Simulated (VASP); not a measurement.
# Sb in VASP: single point with revPBE+D3(BJ)

Aim: the single point of Sb with revPBE+D3(BJ).

All numbers are computed with VASP 6.6.1; they aren't measurements. Logs are shortened: lines on timing, memory, paths and dates and some standing lists are left out, and cuts for length are marked.

## Step 1: The cell of the first run

The cell holds a sheet with vacuum, 2 atoms: a = 4.059 Å, b = 4.059 Å, c = 27.100 Å, α = 90.00°, β = 90.00°, γ = 120.00°.

## Step 2: Single point, revPBE+D3(BJ)

INCAR

```
PREC     = Accurate       # precision mode
ENCUT    = 400            # plane-wave cutoff, eV
EDIFF    = 1E-6           # SCF threshold, eV
ISMEAR   = 0              # smearing method
SIGMA    = 0.03           # smearing width, eV
LREAL    = F              # projectors in reciprocal space
LASPH    = T              # aspherical terms in the spheres
NELM     = 120            # most SCF steps
ALGO     = Normal         # electronic algorithm
ISIF     = 2              # what is computed and relaxed
LWAVE    = F              # write WAVECAR
LCHARG   = T              # write CHGCAR
LDIPOL   = T            
IDIPOL   = 3            
DIPOL    = 0.5 0.5 0.289
GGA      = RE             # functional
IVDW     = 12             # dispersion correction
LELF     = T              # ELF
LVHAR    = T            
LVACPOTAV= T            
NBANDS   = 22             # bands
GGA_COMPAT= F            
NELMDL   = -8
```

KPOINTS

```
regular mesh
0
Gamma
  12 12 1
```

POSCAR

```
Sb
1.0
    4.0587742561      0.0000000000      0.0000000000
   -2.0293871280      3.5150016140      0.0000000000
    0.0000000000      0.0000000000     27.1000000030
Sb
2
Direct
    0.3333333333      0.6666666667      0.2580857521
    0.6666666667      0.3333333333      0.3194050228
```

Potentials or basis: VASP PAW PBE potentials, release 64 (Sb_d_GW).

Command:

```bash
cat potpaw_PBE.64/Sb_d_GW/POTCAR > POTCAR
mpirun -np 1 vasp_std > vasp.out
```

OUTCAR:

```text
PREC = Accurate
   ENCUT = 400
   EDIFF = 1E-6
   ISMEAR = 0
   LREAL = F
   LASPH = T
   NELM = 120
   ISIF = 2
   GGA = RE
   IVDW = 12
   NELMDL = -8
 IVDW          = 12

 ion  position               nearest neighbor table
   1  0.333  0.667  0.258-   2 2.87   2 2.87   2 2.87
   2  0.667  0.333  0.319-   1 2.87   1 2.87   1 2.87

  LATTYP: Found a hexagonal cell.
 ALAT       =     4.0587742561
 C/A-ratio  =     6.6768926511

  Lattice vectors:

 A1 = (   4.0587742561,   0.0000000000,   0.0000000000)
 A2 = (  -2.0293871280,   3.5150016140,   0.0000000000)
 A3 = (   0.0000000000,   0.0000000000,  27.1000000030)

Analysis of symmetry for initial positions (statically):
=====================================================================
 Subroutine PRICEL returns:
 Original cell was already a primitive cell.

 Routine SETGRP: Setting up the symmetry group for a
 hexagonal supercell.

 Subroutine GETGRP returns: Found 12 space group operations
 (whereof  6 operations were pure point group operations)
 out of a pool of 24 trial point group operations.

The static configuration has the point symmetry C_3v.
 The point group associated with its full space group is D_3d.

Analysis of symmetry for dynamics (positions and initial velocities):
=====================================================================
 Subroutine PRICEL returns:
 Original cell was already a primitive cell.

 Routine SETGRP: Setting up the symmetry group for a
 hexagonal supercell.

 Subroutine GETGRP returns: Found 12 space group operations
 (whereof  6 operations were pure point group operations)
 out of a pool of 24 trial point group operations.

The dynamic configuration has the point symmetry C_3v.
 The point group associated with its full space group is D_3d.

 Subroutine INISYM returns: Found 12 space group operations
 (whereof  6 operations are pure point group operations),
 and found     1 'primitive' translations

----------------------------------------------------------------------------------------

                                     Primitive cell

  volume of cell :     386.6248

  direct lattice vectors                    reciprocal lattice vectors
     4.058774256  0.000000000  0.000000000     0.246379803  0.142247445  0.000000000
    -2.029387128  3.515001614  0.000000000     0.000000000  0.284494891  0.000000000
     0.000000000  0.000000000 27.100000003     0.000000000  0.000000000  0.036900369

  length of vectors
[... 72 lines left out ...]
   LSORBIT =      F    spin-orbit coupling
   LASPH  =      T    aspherical Exc in radial PAW
   ENCUT  =  400.0 eV  29.40 Ry    5.42 a.u.   6.62  6.62 44.19*2*pi/ulx,y,z
   NELM   =    120;   NELMIN=  2; NELMDL= -8     # of ELM steps
   EDIFF  = 0.1E-05   stopping-criterion for ELM
   LREAL  =      F    real-space projection
[... 7 lines left out ...]
   TEBEG  =    0.0;   TEEND  =   0.0 temperature during run
   PSTRESS=    0.0 pullay stress
   NELECT =      30.0000    total number of electrons
   NUPDOWN=      -1.0000    fix difference up-down
   EMIN   =  10.00;   EMAX   =-10.00  energy-range for DOS
   EFERMI =   0.00;   METHOD = LEGACY
   ISMEAR =     0;   SIGMA  =   0.03  broadening in eV -4-tet -1-fermi 0-gaus
   EFERMI_NEDOS =   21; number of points for ismear=-14 and -15
   IALGO  =     38    algorithm
   IMIX   =      4    mixing-type and parameters
     AMIX     =   0.40;   BMIX     =  1.00
     AMIX_MAG =   1.60;   BMIX_MAG =  1.00
  volume/ion in A,a.u.               =     193.31      1304.54
  Fermi-wavevector in a.u.,A,eV,Ry     =   0.698262  1.319525  6.633798  0.487570
  Thomas-Fermi vector in A             =   1.781818
   LORBIT       =      0    0 simple, 1 ext, 2 COOP (PROOUT), +10 PAW based schemes
   GGA     = RE    functional components
   LHFCALC =     F    Hartree Fock is set to
   AEXX    =    0.0000 exact exchange contribution
   IVDW    =    12    specifies the selected vdW correction
   LEPSILON=     F    determine dielectric tensor
   LRPA    =     F    only Hartree local field effects (RPA)
 non-spin polarized calculation
 Gauss-broadening in eV      SIGMA  =   0.03
  energy-cutoff  :      400.00
  volume of cell :      386.62
 maximum number of plane-waves:      7097
 NGX is ok and might be reduce to    28
   NGX = 13   NGY = 13   NGZ = 89

 dipolmoment           0.000000      0.000000      0.000002 electrons x Angstroem

 number of electron      29.9999967 magnetization

 dipolmoment           0.000000      0.000000     -0.000001 electrons x Angstroem

 Free energy of the ion-electron system (eV)
  ---------------------------------------------------
  ext. energy  EPLUGINS =         0.00000000
  ---------------------------------------------------
  free energy    TOTEN  =        -7.66213164 eV

  energy without entropy =       -7.66213164  energy(sigma->0) =       -7.66213164

 E-fermi :  -2.8604     XC(G=0):  -2.0970

 val. band max:       -3.0779172621   @ k =   0.0000   0.0000   0.0000
 cond. band min:      -1.9047802411   @ k =   0.3333   0.0000   0.0000
 fundamental gap:      1.1731370210
 Fermi energy:        -2.8604491764

 k-point     1 :       0.0000    0.0000    0.0000
  band No.  band energies     occupation
      1     -31.8161      2.00000
      2     -31.8161      2.00000
      3     -31.7421      2.00000
      4     -31.7421      2.00000
      5     -31.6968      2.00000
      6     -31.6316      2.00000
[... 464 lines left out ...]
     21       4.3015      0.00000
     22       4.8308      0.00000

------------------------ aborting loop because EDIFF is reached ----------------------------------------

 Edisp (eV)   -0.92195

 E8    (eV) :    -0.6876

  FORCE on cell =-STRESS in cart. coord.  units (eV):
  Direction    XX          YY          ZZ          XY          YZ          ZX
  --------------------------------------------------------------------------------------
  -------------------------------------------------------------------------------------
  Total      -0.13998    -0.13998    -0.13436    -0.00000     0.00000     0.00000
  in kB      -0.58008    -0.58008    -0.55680    -0.00000     0.00000     0.00000
  external pressure =       -0.57 kB  Pullay stress =        0.00 kB

 VOLUME and BASIS-vectors are now :
 -----------------------------------------------------------------------------
  energy-cutoff  :      400.00
  volume of cell :      386.62
      direct lattice vectors                 reciprocal lattice vectors
     4.058774256  0.000000000  0.000000000     0.246379803  0.142247445  0.000000000
    -2.029387128  3.515001614  0.000000000     0.000000000  0.284494891  0.000000000
     0.000000000  0.000000000 27.100000003     0.000000000  0.000000000  0.036900369

 POSITION                                       TOTAL-FORCE (eV/Angst)
 -----------------------------------------------------------------------------------
     -0.00000      2.34333      6.99412         0.000000      0.000000      0.000762
      2.02939      1.17167      8.65588        -0.000000     -0.000000     -0.000762
 -----------------------------------------------------------------------------------
    total drift:                               -0.000000     -0.000000      0.000100

  FREE ENERGIE OF THE ION-ELECTRON SYSTEM (eV)
  ---------------------------------------------------
  free  energy   TOTEN  =        -8.5840863802 eV

  energy  without entropy=       -8.5840863802  energy(sigma->0) =       -8.58408638

 vacuum level on the upper side and lower side of the slab         1.472         1.473
```

It took 4.1 min on 1 thread of AMD EPYC 7R43 (Zen 3), shared host; peak memory 0.38 GiB.

Results:

```yaml
Free_energy: -8.5841 eV
Band_gap_on_the_k_mesh: 1.17 eV (least direct gap 1.72 eV)
Dispersion_energy_per_atom: -0.461 eV
```

Levels at points of the mesh, in eV from the valence-band top:
```
           k point  band 12  band 13  band 14  band 15  band 16  band 17  band 18  band 19
(0.00, 0.00, 0.00)    -6.54    -0.88     0.00     0.00     1.72     2.77     2.77     4.02
(0.50, 0.00, 0.00)    -7.91    -3.18    -1.70    -1.63     1.59     2.24     3.45     4.94
```

Caveat: the PAW data sets were made with another functional, which shifts forces and pressure a little; spin-orbit coupling is left out, which moves the levels of the heavy elements.
